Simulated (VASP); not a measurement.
# BeS (F-43m) in VASP: a series of runs

Runs on BeS. Level: r2SCAN. Tasks: single point.

All numbers are computed with VASP 6.6.1; they aren't measurements. Logs are shortened: lines on timing, memory, paths and dates and some standing lists are left out, and cuts for length are marked.

## (1) The cell of the first run

It takes space group F-43m (No. 216, cubic). The conventional cell has a = 4.850 Å, b = 4.850 Å, c = 4.850 Å, α = 90.00°, β = 90.00°, γ = 90.00°. Be (site symmetry -43m) has 4 S at 2.10 Å within 2.8 Å. Within 2.8 Å of S (site symmetry -43m) lie 4 Be at 2.10 Å.

## (2) Single point, r2SCAN

Contents of POSCAR:

```
BeS
1.0
    0.0000000000      2.4249991143      2.4249991143
    2.4249991143      0.0000000000      2.4249991143
    2.4249991143      2.4249991143      0.0000000000
Be S
1 1
Direct
    0.0000000000      0.0000000000      0.0000000000
    0.7500000000      0.7500000000      0.7500000000
```

Contents of INCAR.step1:

```
  PREC = Accurate
  ENCUT = 520
  ISMEAR = 0
  SIGMA = 0.05
  LREAL = False
  LASPH = True
  NELM = 60
  NBANDS = 11
  GGA = PE
  ALGO = Normal
  EDIFF = 1E-4
  LWAVE = True
  LCHARG = False
```

Contents of INCAR.step2:

```
  PREC = Accurate
  ENCUT = 520
  EDIFF = 1E-6
  ISMEAR = 0
  SIGMA = 0.05
  LREAL = False
  LASPH = True
  NELM = 60
  ALGO = Normal
  ISIF = 2
  LWAVE = False
  LCHARG = False
  METAGGA = R2SCAN
  LMIXTAU = True
  NBANDS = 11
  ISTART = 1
```

Contents of KPOINTS:

```
Automatic mesh
0
Gamma
  12 12 12
```

Potentials or basis: VASP PAW PBE potentials, release 64 (Be, S).

Started as:

```console
cat potpaw_PBE.64/Be/POTCAR potpaw_PBE.64/S/POTCAR > POTCAR
cp INCAR.step1 INCAR
mpirun -np 1 vasp_std > vasp.out
cp INCAR.step2 INCAR
mpirun -np 1 vasp_std > vasp.out
```

OUTCAR:

```text
PREC = Accurate
   ENCUT = 520
   EDIFF = 1E-6
   ISMEAR = 0
   LREAL = False
   LASPH = True
   NELM = 60
   ISIF = 2
   METAGGA = R2SCAN
   ISTART = 1

 ion  position               nearest neighbor table
   1  0.000  0.000  0.000-   2 2.10   2 2.10   2 2.10   2 2.10
   2  0.750  0.750  0.750-   1 2.10   1 2.10   1 2.10   1 2.10

  LATTYP: Found a face centered cubic cell.
 ALAT       =     4.8499982286

  Lattice vectors:

 A1 = (   0.0000000000,   2.4249991143,   2.4249991143)
 A2 = (   2.4249991143,   0.0000000000,   2.4249991143)
 A3 = (   2.4249991143,   2.4249991143,   0.0000000000)

Analysis of symmetry for initial positions (statically):
=====================================================================
 Subroutine PRICEL returns:
 Original cell was already a primitive cell.

 Routine SETGRP: Setting up the symmetry group for a
 face centered cubic supercell.

 Subroutine GETGRP returns: Found 24 space group operations
 (whereof 24 operations were pure point group operations)
 out of a pool of 48 trial point group operations.

The static configuration has the point symmetry T_d .

Analysis of symmetry for dynamics (positions and initial velocities):
=====================================================================
 Subroutine PRICEL returns:
 Original cell was already a primitive cell.

 Routine SETGRP: Setting up the symmetry group for a
 face centered cubic supercell.

 Subroutine GETGRP returns: Found 24 space group operations
 (whereof 24 operations were pure point group operations)
 out of a pool of 48 trial point group operations.

The dynamic configuration has the point symmetry T_d .

 Subroutine INISYM returns: Found 24 space group operations
 (whereof 24 operations are pure point group operations),
 and found     1 'primitive' translations

----------------------------------------------------------------------------------------

                                     Primitive cell

  volume of cell :      28.5210

  direct lattice vectors                    reciprocal lattice vectors
     0.000000000  2.424999114  2.424999114    -0.206185642  0.206185642  0.206185642
     2.424999114  0.000000000  2.424999114     0.206185642 -0.206185642  0.206185642
     2.424999114  2.424999114  0.000000000     0.206185642  0.206185642 -0.206185642

  length of vectors
     3.429466636  3.429466636  3.429466636     0.357124008  0.357124008  0.357124008

  position of ions in fractional coordinates (direct lattice)
     0.000000000  0.000000000  0.000000000
     0.750000000  0.750000000  0.750000000

  ion indices of the primitive-cell ions
   primitive index   ion index
                 1           1
                 2           2

----------------------------------------------------------------------------------------

 KPOINTS: Automatic mesh

Automatic generation of k-mesh.
 Grid dimensions read from file:
 generate k-points for:   12   12   12

 Generating k-lattice:

  Cartesian coordinates                     Fractional coordinates (reciprocal lattice)
    -0.017182137  0.017182137  0.017182137     0.083333333  0.000000000  0.000000000
     0.017182137 -0.017182137  0.017182137     0.000000000  0.083333333  0.000000000
     0.017182137  0.017182137 -0.017182137     0.000000000  0.000000000  0.083333333

  Length of vectors
     0.029760334  0.029760334  0.029760334

  Shift w.r.t. Gamma in fractional coordinates (k-lattice)
     0.000000000  0.000000000  0.000000000

 Subroutine IBZKPT returns following result:
 ===========================================

 Found     72 irreducible k-points:

 Following reciprocal coordinates:
            Coordinates               Weight
  0.000000  0.000000  0.000000      1.000000
  0.083333  0.000000  0.000000      8.000000
  0.166667  0.000000  0.000000      8.000000
  0.250000  0.000000  0.000000      8.000000
  0.333333  0.000000  0.000000      8.000000
  0.416667  0.000000  0.000000      8.000000
[... 16 lines left out ...]
  0.500000  0.166667  0.000000     24.000000
 -0.416667  0.166667  0.000000     24.000000
 [... further k-points ...]
   k-points           NKPTS =     72   k-points in BZ     NKDIM =     72   number of bands    NBANDS=     11
   number of dos      NEDOS =    301   number of ions     NIONS =      2
   total plane-waves  NPLWV =  21952
   dimension x,y,z NGX =    28 NGY =   28 NGZ =   28
   dimension x,y,z NGXF=    56 NGYF=   56 NGZF=   56
   ions per type =               1   1
   NGX,Y,Z   is equivalent  to a cutoff of  13.57, 13.57, 13.57 a.u.
   NGXF,Y,Z  is equivalent  to a cutoff of  27.15, 27.15, 27.15 a.u.
 SYSTEM =  unknown system
   PREC   = accura    normal or accurate (medium, high low for compatibility)
   ISTART =      1    job   : 0-new  1-cont  2-samecut
   ICHARG =      0    charge: 1-file 2-atom 10-const
   ISPIN  =      1    spin polarized calculation?
   LNONCOLLINEAR =      F non collinear calculations
   LSORBIT =      F    spin-orbit coupling
   LASPH  =      T    aspherical Exc in radial PAW
   ENCUT  =  520.0 eV  38.22 Ry    6.18 a.u.   6.38  6.38  6.38*2*pi/ulx,y,z
   NELM   =     60;   NELMIN=  2; NELMDL=  0     # of ELM steps
   EDIFF  = 0.1E-05   stopping-criterion for ELM
   LREAL  =      F    real-space projection
   EDIFFG = 0.1E-04   stopping-criterion for IOM
   NSW    =      0    number of steps for IOM
   IBRION =     -1    ionic relax: 0-MD 1-quasi-New 2-CG
   NFREE  =      0    steps in history (QN), initial steepest desc. (CG)
   ISIF   =      2    stress and relaxation
   ISYM   =      2    0-nonsym 1-usesym 2-fastsym
   POTIM  = 0.5000    time-step for ionic-motion
   TEBEG  =    0.0;   TEEND  =   0.0 temperature during run
   PSTRESS=    0.0 pullay stress
   NELECT =       8.0000    total number of electrons
   NUPDOWN=      -1.0000    fix difference up-down
   EMIN   =  10.00;   EMAX   =-10.00  energy-range for DOS
   EFERMI =   0.00;   METHOD = LEGACY
   ISMEAR =     0;   SIGMA  =   0.05  broadening in eV -4-tet -1-fermi 0-gaus
   EFERMI_NEDOS =   21; number of points for ismear=-14 and -15
   IALGO  =     38    algorithm
   IMIX   =      4    mixing-type and parameters
     AMIX     =   0.40;   BMIX     =  1.00
     AMIX_MAG =   1.60;   BMIX_MAG =  1.00
  volume/ion in A,a.u.               =      14.26        96.23
  Fermi-wavevector in a.u.,A,eV,Ry     =   1.071642  2.025111 15.625169  1.148418
  Thomas-Fermi vector in A             =   2.207389
   LORBIT       =      0    0 simple, 1 ext, 2 COOP (PROOUT), +10 PAW based schemes
   METAGGA = R2SCAN    functional components
   LHFCALC =     F    Hartree Fock is set to
   AEXX    =    0.0000 exact exchange contribution
   IVDW    =     0    specifies the selected vdW correction
   LEPSILON=     F    determine dielectric tensor
   LRPA    =     F    only Hartree local field effects (RPA)
 non-spin polarized calculation
 Gauss-broadening in eV      SIGMA  =   0.05
  energy-cutoff  :      520.00
  volume of cell :       28.52
 maximum number of plane-waves:       781
 NGX is ok and might be reduce to    28
   NGX = 13   NGY = 13   NGZ = 13

 number of electron       7.9999999 magnetization

 Free energy of the ion-electron system (eV)
  ---------------------------------------------------
  ext. energy  EPLUGINS =         0.00000000
  ---------------------------------------------------
  free energy    TOTEN  =       -14.78487733 eV

  energy without entropy =      -14.78487733  energy(sigma->0) =      -14.78487733

 E-fermi :   4.2242     XC(G=0): -10.1834

 val. band max:        3.9675493556   @ k =   0.0000   0.0000   0.0000
 cond. band min:       7.5404745820   @ k =   0.5000   0.5000   0.0000
 fundamental gap:      3.5729252264
 Fermi energy:         4.2241983119

 k-point     1 :       0.0000    0.0000    0.0000
  band No.  band energies     occupation
      1     -10.3293      2.00000
      2       3.9675      2.00000
      3       3.9675      2.00000
      4       3.9675      2.00000
      5      10.2249      0.00000
      6      10.2249      0.00000
      7      10.2249      0.00000
      8      10.6559      0.00000
      9      17.3912      0.00000
     10      17.3912      0.00000
     11      19.8758      0.00000

 k-point     2 :       0.0833    0.0000    0.0000
  band No.  band energies     occupation
      1     -10.2461      2.00000
      2       3.3698      2.00000
      3       3.8724      2.00000
      4       3.8724      2.00000
      5      10.2320      0.00000
      6      10.4033      0.00000
      7      10.4033      0.00000
      8      11.2566      0.00000
      9      17.0121      0.00000
     10      17.0121      0.00000
     11      19.8284      0.00000

 k-point     3 :       0.1667    0.0000    0.0000
  band No.  band energies     occupation
      1     -10.0048      2.00000
      2       2.0496      2.00000
      3       3.6373      2.00000
      4       3.6373      2.00000
      5      10.2072      0.00000
      6      10.8137      0.00000
      7      10.8137      0.00000
      8      12.6108      0.00000
      9      16.4829      0.00000
     10      16.4829      0.00000
     11      19.5554      0.00000

 k-point     4 :       0.2500    0.0000    0.0000
  band No.  band energies     occupation
      1      -9.6340      2.00000
      2       0.5870      2.00000
      3       3.3606      2.00000
      4       3.3606      2.00000
      5      10.1641      0.00000
      6      11.1554      0.00000
      7      11.1554      0.00000
      8      14.0691      0.00000
      9      16.4969      0.00000
     10      16.4969      0.00000
     11      19.2267      0.00000

 k-point     5 :       0.3333    0.0000    0.0000
  band No.  band energies     occupation
      1      -9.1966      2.00000
      2      -0.7165      2.00000
      3       3.1212      2.00000
      4       3.1212      2.00000
      5      10.1178      0.00000
      6      11.2302      0.00000
      7      11.2302      0.00000
      8      15.2329      0.00000
      9      17.3026      0.00000
     10      17.3026      0.00000
     11      19.2271      0.00000
[... 211 lines left out ...]
 k-point    21 :       0.3333    0.1667    0.0000
  band No.  band energies     occupation
      1      -9.2402      2.00000
      2       0.1895      2.00000
      3       2.4525      2.00000
      4       2.4890      2.00000
      5       9.6895      0.00000
      6      12.0845      0.00000
      7      12.3956      0.00000
      8      12.8054      0.00000
      9      17.1070      0.00000
     10      18.7123      0.00000
     11      20.8141      0.00000

 k-point    22 :       0.4167    0.1667    0.0000
  band No.  band energies     occupation
      1      -8.8341      2.00000
      2      -0.8626      2.00000
      3       2.1127      2.00000
      4       2.3483      2.00000
      5       9.8066      0.00000
      6      12.1294      0.00000
      7      12.7219      0.00000
      8      13.1877      0.00000
      9      18.4538      0.00000
     10      19.6620      0.00000
     11      20.4696      0.00000

 k-point    23 :       0.5000    0.1667    0.0000
  band No.  band energies     occupation
      1      -8.5345      2.00000
      2      -1.5282      2.00000
      3       1.7786      2.00000
      4       2.3879      2.00000
      5       9.9172      0.00000
      6      12.0333      0.00000
      7      12.4749      0.00000
      8      14.5933      0.00000
      9      18.4265      0.00000
     10      19.7289      0.00000
     11      21.0473      0.00000

 k-point    24 :      -0.4167    0.1667    0.0000
  band No.  band energies     occupation
      1      -8.4882      2.00000
      2      -1.6229      2.00000
      3       1.5577      2.00000
      4       2.5634      2.00000
      5      10.1389      0.00000
      6      11.9727      0.00000
      7      12.2349      0.00000
      8      15.7225      0.00000
      9      17.8285      0.00000
     10      18.1177      0.00000
     11      21.4123      0.00000

 [... further k-points ...]
[... 5 lines left out ...]
  --------------------------------------------------------------------------------------
  -------------------------------------------------------------------------------------
  Total        0.2534138      0.2534138      0.2534138      0.0000000     -0.0000000      0.0000000
  in kB       14.2356089     14.2356089     14.2356089      0.0000000     -0.0000000      0.0000000
  external PRESSURE =      14.2356089 kB  Pullay stress =       0.0000000 kB

 VOLUME and BASIS-vectors are now :
 -----------------------------------------------------------------------------
  energy-cutoff  :      520.00
  volume of cell :       28.52
      direct lattice vectors                 reciprocal lattice vectors
     0.000000000  2.424999114  2.424999114    -0.206185642  0.206185642  0.206185642
     2.424999114  0.000000000  2.424999114     0.206185642 -0.206185642  0.206185642
     2.424999114  2.424999114  0.000000000     0.206185642  0.206185642 -0.206185642

 POSITION                                       TOTAL-FORCE (eV/Angst)
 -----------------------------------------------------------------------------------
      0.00000      0.00000      0.00000        -0.000000     -0.000000     -0.000000
      3.63750      3.63750      3.63750         0.000000      0.000000      0.000000
 -----------------------------------------------------------------------------------
    total drift:                               -0.000000     -0.000000     -0.000000

  FREE ENERGIE OF THE ION-ELECTRON SYSTEM (eV)
  ---------------------------------------------------
  free  energy   TOTEN  =       -14.7848773258 eV

  energy  without entropy=      -14.7848773258  energy(sigma->0) =      -14.78487733
```

It took 76 s on 1 thread of AMD EPYC 7R13 (Zen 3), shared host; peak memory 0.14 GiB.

What came out:

```
Free energy            : -14.7849 eV
Pressure               : 1.4 GPa
Band gap on the k mesh : 3.57 eV, indirect (least direct gap 6.26 eV)
```

Levels at points of the mesh, in eV from the valence-band top:
```
           k point  band 1  band 2  band 3  band 4  band 5  band 6  band 7  band 8  band 9
(0.00, 0.00, 0.00)  -14.30    0.00    0.00    0.00    6.26    6.26    6.26    6.69   13.42
(0.50, 0.00, 0.00)  -12.62   -5.96   -1.06   -1.06    6.10    7.14    7.14   12.06   15.73
(0.50, 0.50, 0.00)  -12.05   -5.19   -2.71   -2.71    3.57    5.38   13.87   13.87   16.78
```

Caveat: the PAW data sets were made with another functional, which shifts forces and pressure a little.

## (3) Single point, r2SCAN

POSCAR is that of step 2.

Contents of INCAR.step1:

```
SYSTEM = BeS
PREC = Accurate
ENCUT = 520
ISMEAR = 0
SIGMA = 0.05
LREAL = .False.
LASPH = .True.
NELM = 100
NBANDS = 11
GGA = PE
ALGO = Normal
EDIFF = 1E-4
LWAVE = .True.
LCHARG = .False.
```

Contents of INCAR.step2:

```
SYSTEM = BeS
PREC = Accurate
ENCUT = 520
EDIFF = 1E-7
ISMEAR = 0
SIGMA = 0.05
LREAL = .False.
LASPH = .True.
NELM = 100
ALGO = Normal
ISIF = 2
LWAVE = .False.
LCHARG = .False.
METAGGA = R2SCAN
LMIXTAU = .True.
NBANDS = 11
ISTART = 1
```

Contents of KPOINTS:

```
regular mesh
0
Gamma
  12 12 12
  0 0 0
```

Potentials or basis: VASP PAW PBE potentials, release 64 (Be, S).

Started as:

```console
cat potpaw_PBE.64/Be/POTCAR potpaw_PBE.64/S/POTCAR > POTCAR
cp INCAR.step1 INCAR
mpirun -np 1 vasp_std > vasp.out
cp INCAR.step2 INCAR
mpirun -np 1 vasp_std > vasp.out
```

OUTCAR:

```text
SYSTEM = BeS
   PREC = Accurate
   ENCUT = 520
   EDIFF = 1E-7
   ISMEAR = 0
   LREAL = .False.
   LASPH = .True.
   NELM = 100
   ISIF = 2
   METAGGA = R2SCAN
   ISTART = 1

 ion  position               nearest neighbor table
   1  0.000  0.000  0.000-   2 2.10   2 2.10   2 2.10   2 2.10
   2  0.750  0.750  0.750-   1 2.10   1 2.10   1 2.10   1 2.10

  LATTYP: Found a face centered cubic cell.
 ALAT       =     4.8499982286

  Lattice vectors:

 A1 = (   0.0000000000,   2.4249991143,   2.4249991143)
 A2 = (   2.4249991143,   0.0000000000,   2.4249991143)
 A3 = (   2.4249991143,   2.4249991143,   0.0000000000)
[... 514 lines left out ...]
      8      15.7224      0.00000
      9      17.8284      0.00000
     10      18.1177      0.00000
     11      21.4122      0.00000

 [... further k-points ...]
[... 5 lines left out ...]
  --------------------------------------------------------------------------------------
  -------------------------------------------------------------------------------------
  Total        0.2530890      0.2530890      0.2530890      0.0000000      0.0000000     -0.0000000
  in kB       14.2173663     14.2173663     14.2173663      0.0000000      0.0000000     -0.0000000
  external PRESSURE =      14.2173663 kB  Pullay stress =       0.0000000 kB

 VOLUME and BASIS-vectors are now :
 -----------------------------------------------------------------------------
  energy-cutoff  :      520.00
  volume of cell :       28.52
      direct lattice vectors                 reciprocal lattice vectors
     0.000000000  2.424999114  2.424999114    -0.206185642  0.206185642  0.206185642
     2.424999114  0.000000000  2.424999114     0.206185642 -0.206185642  0.206185642
     2.424999114  2.424999114  0.000000000     0.206185642  0.206185642 -0.206185642

 POSITION                                       TOTAL-FORCE (eV/Angst)
 -----------------------------------------------------------------------------------
      0.00000      0.00000      0.00000         0.000000      0.000000      0.000000
      3.63750      3.63750      3.63750        -0.000000     -0.000000     -0.000000
 -----------------------------------------------------------------------------------
    total drift:                               -0.000000     -0.000000     -0.000000

  FREE ENERGIE OF THE ION-ELECTRON SYSTEM (eV)
  ---------------------------------------------------
  free  energy   TOTEN  =       -14.7848778770 eV

  energy  without entropy=      -14.7848778770  energy(sigma->0) =      -14.78487788
```

Wall time 90 s (1 thread of AMD EPYC 7R13 (Zen 3), shared host); peak memory 0.14 GiB.

Results:

```
Free energy            : -14.7849 eV
Pressure               : 1.4 GPa
Band gap on the k mesh : 3.57 eV, indirect (least direct gap 6.26 eV)
```

Caveat: the PAW data sets were made with another functional, which shifts forces and pressure a little. A k mesh can miss the band edges.
